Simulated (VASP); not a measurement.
Input of a VASP 6.6.1 run:

File INCAR:

```
ALGO = Normal
EDIFF = 1E-7
ENCUT = 520
GGA = PE
ISIF = 2
ISMEAR = 0
LASPH = T
LCHARG = T
LELF = T
LREAL = F
LVHAR = T
LWAVE = F
NBANDS = 20
NELM = 100
PREC = Accurate
SIGMA = 0.1
```

KPOINTS

```
k-points
0
Gamma
  8 8 8
```

POSCAR

```
GaGe
1.0
    0.0000000000      2.8978440000      2.8978440000
    2.8978440000      0.0000000000      2.8978440000
    2.8978440000      2.8978440000      0.0000000000
Ge Ga
1 1
Direct
    0.0000000000      0.0000000000      0.0000000000
    0.7500000000      0.7500000000      0.7500000000
```

Potentials or basis: VASP PAW PBE potentials, release 64 (Ge_d, Ga_d).

The run is started by

```sh
$ cat potpaw_PBE.64/Ge_d/POTCAR potpaw_PBE.64/Ga_d/POTCAR > POTCAR
$ mpirun -np 1 vasp_std > vasp.out
```

What does it give for the pressure?

0.3 GPa.
